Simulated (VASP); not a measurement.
# BiB (Pm-3m) in VASP: further runs

Aim: see how the results for BiB move with the level of theory and the settings. Levels: PBEsol, r2SCAN+rVV10. Tasks: single point, relaxation of cell and atoms.

All numbers are computed with VASP 6.6.1; they aren't measurements. Logs are shortened: lines on timing, memory, paths and dates and some standing lists are left out, and cuts for length are marked.

### Step 1. The cell of the first run

It takes space group Pm-3m (No. 221, cubic). The conventional cell has a = 3.325 Å, b = 3.325 Å, c = 3.325 Å, α = 90.00°, β = 90.00°, γ = 90.00°. B (site symmetry m-3m) has 8 Bi at 2.88 Å and 6 B at 3.33 Å within 3.8 Å. Bi (site symmetry m-3m) has 8 B at 2.88 Å and 6 Bi at 3.33 Å within 3.8 Å.

### Step 2. Single point, PBEsol

The input, INCAR:

```
  ALGO = Normal
  EDIFF = 1E-6
  ENCUT = 520
  GGA = PS
  ISIF = 2
  ISMEAR = -1
  LASPH = True
  LCHARG = False
  LREAL = False
  LWAVE = False
  NBANDS = 16
  NELM = 80
  PREC = Accurate
  SIGMA = 0.03
```

The input, KPOINTS:

```
k-points
0
Gamma
  8 8 8
```

The input, POSCAR:

```
BiB
1.0
    3.3250495375      0.0000000000      0.0000000000
    0.0000000000      3.3250495375      0.0000000000
    0.0000000000      0.0000000000      3.3250495375
B Bi
1 1
Direct
    0.0000000000      0.0000000000      0.0000000000
    0.5000000000      0.5000000000      0.5000000000
```

Potentials or basis: VASP PAW PBE potentials, release 64 (B, Bi_d).

On the command line:

```
$ cat potpaw_PBE.64/B/POTCAR potpaw_PBE.64/Bi_d/POTCAR > POTCAR
$ mpirun -np 1 vasp_std > vasp.out
```

OUTCAR:

```text
EDIFF = 1E-6
   ENCUT = 520
   GGA = PS
   ISIF = 2
   ISMEAR = -1
   LASPH = True
   LREAL = False
   NELM = 80
   PREC = Accurate

 ion  position               nearest neighbor table
   1  0.000  0.000  0.000-   2 2.88   2 2.88   2 2.88   2 2.88   2 2.88   2 2.88   2 2.88   2 2.88

   2  0.500  0.500  0.500-   1 2.88   1 2.88   1 2.88   1 2.88   1 2.88   1 2.88   1 2.88   1 2.88

  LATTYP: Found a simple cubic cell.
 ALAT       =     3.3250495375

  Lattice vectors:

 A1 = (   3.3250495375,   0.0000000000,   0.0000000000)
 A2 = (   0.0000000000,   3.3250495375,   0.0000000000)
 A3 = (   0.0000000000,   0.0000000000,   3.3250495375)

Analysis of symmetry for initial positions (statically):
=====================================================================
 Subroutine PRICEL returns:
 Original cell was already a primitive cell.

 Routine SETGRP: Setting up the symmetry group for a
 simple cubic supercell.

 Subroutine GETGRP returns: Found 48 space group operations
 (whereof 48 operations were pure point group operations)
 out of a pool of 48 trial point group operations.

The static configuration has the point symmetry O_h .

Analysis of symmetry for dynamics (positions and initial velocities):
=====================================================================
 Subroutine PRICEL returns:
 Original cell was already a primitive cell.

 Routine SETGRP: Setting up the symmetry group for a
 simple cubic supercell.

 Subroutine GETGRP returns: Found 48 space group operations
 (whereof 48 operations were pure point group operations)
 out of a pool of 48 trial point group operations.

The dynamic configuration has the point symmetry O_h .

 Subroutine INISYM returns: Found 48 space group operations
 (whereof 48 operations are pure point group operations),
 and found     1 'primitive' translations

----------------------------------------------------------------------------------------

                                     Primitive cell

  volume of cell :      36.7616

  direct lattice vectors                    reciprocal lattice vectors
     3.325049537  0.000000000  0.000000000     0.300747399  0.000000000  0.000000000
     0.000000000  3.325049537  0.000000000     0.000000000  0.300747399  0.000000000
     0.000000000  0.000000000  3.325049537     0.000000000  0.000000000  0.300747399

  length of vectors
     3.325049537  3.325049537  3.325049537     0.300747399  0.300747399  0.300747399

  position of ions in fractional coordinates (direct lattice)
     0.000000000  0.000000000  0.000000000
     0.500000000  0.500000000  0.500000000

  ion indices of the primitive-cell ions
   primitive index   ion index
                 1           1
                 2           2

----------------------------------------------------------------------------------------

 KPOINTS: k-points

Automatic generation of k-mesh.
 Grid dimensions read from file:
 generate k-points for:    8    8    8

 Generating k-lattice:

  Cartesian coordinates                     Fractional coordinates (reciprocal lattice)
     0.037593425  0.000000000  0.000000000     0.125000000  0.000000000  0.000000000
     0.000000000  0.037593425  0.000000000     0.000000000  0.125000000  0.000000000
     0.000000000  0.000000000  0.037593425     0.000000000  0.000000000  0.125000000

  Length of vectors
     0.037593425  0.037593425  0.037593425

  Shift w.r.t. Gamma in fractional coordinates (k-lattice)
     0.000000000  0.000000000  0.000000000

 Subroutine IBZKPT returns following result:
 ===========================================

 Found     35 irreducible k-points:

 Following reciprocal coordinates:
            Coordinates               Weight
  0.000000  0.000000  0.000000      1.000000
  0.125000  0.000000  0.000000      6.000000
  0.250000  0.000000  0.000000      6.000000
  0.375000  0.000000  0.000000      6.000000
  0.500000  0.000000  0.000000      3.000000
  0.125000  0.125000  0.000000     12.000000
[... 16 lines left out ...]
  0.375000  0.375000  0.125000     24.000000
  0.500000  0.375000  0.125000     24.000000
 [... further k-points ...]
   k-points           NKPTS =     35   k-points in BZ     NKDIM =     35   number of bands    NBANDS=     16
   number of dos      NEDOS =    301   number of ions     NIONS =      2
   total plane-waves  NPLWV =  21952
   dimension x,y,z NGX =    28 NGY =   28 NGZ =   28
   dimension x,y,z NGXF=    56 NGYF=   56 NGZF=   56
   ions per type =               1   1
   NGX,Y,Z   is equivalent  to a cutoff of  14.00, 14.00, 14.00 a.u.
   NGXF,Y,Z  is equivalent  to a cutoff of  28.00, 28.00, 28.00 a.u.
 SYSTEM =  unknown system
   PREC   = accura    normal or accurate (medium, high low for compatibility)
   ISTART =      0    job   : 0-new  1-cont  2-samecut
   ICHARG =      2    charge: 1-file 2-atom 10-const
   ISPIN  =      1    spin polarized calculation?
   LNONCOLLINEAR =      F non collinear calculations
   LSORBIT =      F    spin-orbit coupling
   LASPH  =      T    aspherical Exc in radial PAW
   ENCUT  =  520.0 eV  38.22 Ry    6.18 a.u.   6.18  6.18  6.18*2*pi/ulx,y,z
   NELM   =     80;   NELMIN=  2; NELMDL= -5     # of ELM steps
   EDIFF  = 0.1E-05   stopping-criterion for ELM
   LREAL  =      F    real-space projection
   EDIFFG = 0.1E-04   stopping-criterion for IOM
   NSW    =      0    number of steps for IOM
   IBRION =     -1    ionic relax: 0-MD 1-quasi-New 2-CG
   NFREE  =      0    steps in history (QN), initial steepest desc. (CG)
   ISIF   =      2    stress and relaxation
   ISYM   =      2    0-nonsym 1-usesym 2-fastsym
   POTIM  = 0.5000    time-step for ionic-motion
   TEBEG  =    0.0;   TEEND  =   0.0 temperature during run
   PSTRESS=    0.0 pullay stress
   NELECT =      18.0000    total number of electrons
   NUPDOWN=      -1.0000    fix difference up-down
   EMIN   =  10.00;   EMAX   =-10.00  energy-range for DOS
   EFERMI =   0.00;   METHOD = LEGACY
   ISMEAR =    -1;   SIGMA  =   0.03  broadening in eV -4-tet -1-fermi 0-gaus
   EFERMI_NEDOS =   21; number of points for ismear=-14 and -15
   IALGO  =     38    algorithm
   IMIX   =      4    mixing-type and parameters
     AMIX     =   0.40;   BMIX     =  1.00
     AMIX_MAG =   1.60;   BMIX_MAG =  1.00
  volume/ion in A,a.u.               =      18.38       124.04
  Fermi-wavevector in a.u.,A,eV,Ry     =   1.290330  2.438371 22.653049  1.664952
  Thomas-Fermi vector in A             =   2.422168
   LORBIT       =      0    0 simple, 1 ext, 2 COOP (PROOUT), +10 PAW based schemes
   GGA     = PS    functional components
   LHFCALC =     F    Hartree Fock is set to
   AEXX    =    0.0000 exact exchange contribution
   IVDW    =     0    specifies the selected vdW correction
   LEPSILON=     F    determine dielectric tensor
   LRPA    =     F    only Hartree local field effects (RPA)
 non-spin polarized calculation
  energy-cutoff  :      520.00
  volume of cell :       36.76
 maximum number of plane-waves:      1021
 NGX is ok and might be reduce to    28
   NGX = 13   NGY = 13   NGZ = 13

 number of electron      18.0000004 magnetization

 Free energy of the ion-electron system (eV)
  ---------------------------------------------------
  ext. energy  EPLUGINS =         0.00000000
  ---------------------------------------------------
  free energy    TOTEN  =        -8.21783896 eV

  energy without entropy =       -8.21311492  energy(sigma->0) =       -8.21547694

 E-fermi :   8.2234     XC(G=0): -11.1456

 val. band max:        8.1882873100   @ k =   0.5000   0.1250   0.1250
 cond. band min:       8.2253919741   @ k =   0.5000   0.3750   0.2500
 fundamental gap:      0.0371046641
 Fermi energy:         8.2234260709

 k-point     1 :       0.0000    0.0000    0.0000
  band No.  band energies     occupation
      1     -14.9350      2.00000
      2     -14.9350      2.00000
      3     -14.6524      2.00000
      4     -14.6524      2.00000
      5     -14.6524      2.00000
      6      -6.1231      2.00000
[... 8 lines left out ...]
     15      16.1906      0.00000
     16      23.4894      0.00000

 k-point     2 :       0.1250    0.0000    0.0000
  band No.  band energies     occupation
      1     -14.9331      2.00000
      2     -14.9020      2.00000
      3     -14.6636      2.00000
      4     -14.6636      2.00000
      5     -14.6514      2.00000
      6      -5.9217      2.00000
[... 8 lines left out ...]
     15      16.2087      0.00000
     16      21.9947      0.00000

 k-point     3 :       0.2500    0.0000    0.0000
  band No.  band energies     occupation
      1     -14.9287      2.00000
      2     -14.8225      2.00000
      3     -14.6905      2.00000
      4     -14.6905      2.00000
      5     -14.6491      2.00000
      6      -5.3344      2.00000
[... 8 lines left out ...]
     15      18.4571      0.00000
     16      19.9187      0.00000

 k-point     4 :       0.3750    0.0000    0.0000
  band No.  band energies     occupation
      1     -14.9242      2.00000
      2     -14.7431      2.00000
      3     -14.7171      2.00000
      4     -14.7171      2.00000
      5     -14.6467      2.00000
      6      -4.4720      2.00000
[... 8 lines left out ...]
     15      18.1634      0.00000
     16      21.5729      0.00000
[... 324 lines left out ...]
 k-point    22 :       0.5000    0.2500    0.1250
  band No.  band energies     occupation
      1     -14.8200      2.00000
      2     -14.7786      2.00000
      3     -14.7375      2.00000
      4     -14.6943      2.00000
      5     -14.6492      2.00000
      6      -2.9588      2.00000
[... 8 lines left out ...]
     15      20.1025      0.00000
     16      20.6886      0.00000

 k-point    23 :       0.3750    0.3750    0.1250
  band No.  band energies     occupation
      1     -14.8010      2.00000
      2     -14.7938      2.00000
      3     -14.7229      2.00000
      4     -14.7216      2.00000
      5     -14.6223      2.00000
      6      -2.6831      2.00000
[... 8 lines left out ...]
     15      20.3553      0.00000
     16      20.8757      0.00000

 k-point    24 :       0.5000    0.3750    0.1250
  band No.  band energies     occupation
      1     -14.8149      2.00000
      2     -14.7866      2.00000
      3     -14.7333      2.00000
      4     -14.7206      2.00000
      5     -14.5930      2.00000
      6      -2.1676      2.00000
[... 8 lines left out ...]
     15      20.2083      0.00000
     16      21.0376      0.00000

 [... further k-points ...]

------------------------ aborting loop because EDIFF is reached ----------------------------------------

  FORCE on cell =-STRESS in cart. coord.  units (eV):
  Direction    XX          YY          ZZ          XY          YZ          ZX
  --------------------------------------------------------------------------------------
  -------------------------------------------------------------------------------------
  Total        0.0029557      0.0029557      0.0029557      0.0000000      0.0000000     -0.0000000
  in kB        0.1288160      0.1288160      0.1288160      0.0000000      0.0000000     -0.0000000
  external PRESSURE =       0.1288160 kB  Pullay stress =       0.0000000 kB

 VOLUME and BASIS-vectors are now :
 -----------------------------------------------------------------------------
  energy-cutoff  :      520.00
  volume of cell :       36.76
      direct lattice vectors                 reciprocal lattice vectors
     3.325049537  0.000000000  0.000000000     0.300747399  0.000000000  0.000000000
     0.000000000  3.325049537  0.000000000     0.000000000  0.300747399  0.000000000
     0.000000000  0.000000000  3.325049537     0.000000000  0.000000000  0.300747399

 POSITION                                       TOTAL-FORCE (eV/Angst)
 -----------------------------------------------------------------------------------
      0.00000      0.00000      0.00000         0.000000      0.000000      0.000000
      1.66252      1.66252      1.66252         0.000000      0.000000      0.000000
 -----------------------------------------------------------------------------------
    total drift:                                0.000000      0.000000      0.000000

  FREE ENERGIE OF THE ION-ELECTRON SYSTEM (eV)
  ---------------------------------------------------
  free  energy   TOTEN  =        -8.2178389594 eV

  energy  without entropy=       -8.2131149235  energy(sigma->0) =       -8.21547694
```

Run time: 35 s. Hardware: 1 thread of Intel Xeon 8259CL, shared host; peak memory 0.17 GiB.

Results:

- Free energy: -8.2178 eV
- Pressure: 0.0 GPa
- Band gap on the k mesh: zero (bands 9 and 10 overlap by 4.41 eV)

Caveat: the PAW data sets were made with another functional, which shifts forces and pressure a little; spin-orbit coupling is left out, which moves the levels of the heavy elements.

[end of part 1 of 3]
